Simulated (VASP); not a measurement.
Input of a VASP 6.6.1 run:

INCAR

```
  PREC = Accurate
  ENCUT = 520
  EDIFF = 1E-6
  ISMEAR = 0
  SIGMA = 0.2
  LREAL = F
  LASPH = T
  NELM = 80
  ALGO = Normal
  ISIF = 2
  LWAVE = F
  LCHARG = F
  GGA = PE
  NBANDS = 42
```

Contents of KPOINTS:

```
Automatic mesh
0
Gamma
  6 6 6
```

POSCAR

```
ZrTi3C4
1.0
    4.4483395720      0.0003357208      0.0003535607
    0.0003349845      4.4483619596      0.0009630650
   -2.2239993298     -2.2234203044      4.4287870320
Zr Ti C
1 3 4
Direct
    0.5000014090      0.5000043225      0.9999987555
    0.0000010912      0.0000018788     -0.0000000105
    0.2499889203      0.7500281232      0.4999982286
    0.7500130752      0.2499778780      0.5000007736
    0.2439403377      0.2439391793      0.4878948834
    0.4999995995      1.0000002073      0.9999999187
    0.7560543689      0.7560504926      0.5121063365
    1.0000011982      0.4999979183      1.0000011144
```

Potentials or basis: VASP PAW PBE potentials, release 64 (Zr_sv, Ti_sv, C).

Command:

```console
$ cat potpaw_PBE.64/Zr_sv/POTCAR potpaw_PBE.64/Ti_sv/POTCAR potpaw_PBE.64/C/POTCAR > POTCAR
$ mpirun -np 1 vasp_std > vasp.out
```

Q: Predict the pressure.

A: 0.3 GPa.

Q: What does it give for the largest force?

A: 0.004 eV/Å.

Stress tensor (GPa, compression positive):
```
 0.24 -0.02 -0.02
-0.02  0.24 -0.07
-0.02 -0.07  0.30
```
